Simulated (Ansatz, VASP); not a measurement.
## Two plane-wave programs on CuI

Contents of POSCAR:

```
CuI
1.0
    0.0000000000      3.0120429050      3.0120429050
    3.0120429050      0.0000000000      3.0120429050
    3.0120429050      3.0120429050      0.0000000000
Cu I
1 1
Direct
    0.2500000000      0.2500000000      0.2500000000
    0.0000000000      0.0000000000      0.0000000000
```

Contents of INCAR.step1:

```
SYSTEM = CuI
PREC = Accurate
ENCUT = 520
EDIFF = 1E-5
ISMEAR = 0
SIGMA = 0.01
LREAL = .FALSE.
LASPH = .TRUE.
NELM = 80
ALGO = Normal
ISIF = 2
LWAVE = .TRUE.
LCHARG = .FALSE.
GGA = PE
NBANDS = 16
```

INCAR.step2

```
SYSTEM = CuI
PREC = Accurate
ENCUT = 520
EDIFF = 1E-6
ISMEAR = 0
SIGMA = 0.01
LREAL = .FALSE.
LASPH = .TRUE.
NELM = 80
ALGO = Normal
ISIF = 2
LWAVE = .FALSE.
LCHARG = .FALSE.
GGA = PE
LHFCALC = .TRUE.
AEXX = 1.0
HFSCREEN = 0.2078
PRECFOCK = Normal
ISTART = 1
NBANDS = 16
ALDAC = 1.0
AGGAC = 1.0
```

The input KPOINTS:

```
regular mesh
0
G
  4 4 4
  0 0 0
```

Input for Ansatz:

```yaml
crystal:
  lattice:
    - [0.0, 3.012042905, 3.012042905]
    - [3.012042905, 0.0, 3.012042905]
    - [3.012042905, 3.012042905, 0.0]
  atoms:
    - { symbol: Cu, position: [0.25, 0.25, 0.25] }
    - { symbol: I, position: [0.0, 0.0, 0.0] }
kpoints:
  mp_grid: { grid: [4, 4, 4] }
hamiltonian:
  xc:
    exchange: pbe
    correlation: pbe
    exx: { coeff: 1.0, omega: 0.2078 }
scf:
  occupations: { method: fixed }
  n_extra_bands: 4
output:
  forces: true
  stress: true
  eigenvalues: true
```

Alike in both runs: task single point; functional PBE-based screened hybrid; k mesh 4 × 4 × 4; no spin polarisation.

|  | VASP | Ansatz |
| --- | --- | --- |
| version | VASP 6.6.1 | Ansatz 0.2.0 |
| potentials or method | VASP PAW PBE potentials, release 64 (Cu, I) | plane waves |
| plane-wave cutoff (eV) | 520 | 420 |
| occupations | gaussian, width 0.01 eV | fixed |
| valence electrons in the cell | 18 | 36 |

```csv
,VASP,Ansatz,Ansatz less VASP
gap on the k mesh at the Fermi level (eV),6.94,7.12,+0.173
pressure (GPa),2.5,3.1,+0.55
```

VASP's potentials were made for PBE, not for PBE-based screened hybrid. VASP's potentials hold 18 valence electrons a cell and Ansatz's 36, so a difference there can come from the potentials and not from the codes. Ansatz's warnings: stress exchange threshold loose, stress scf threshold loose.

The k mesh is coarse, so the values compare programs but aren't converged. Spin-orbit coupling is off throughout.
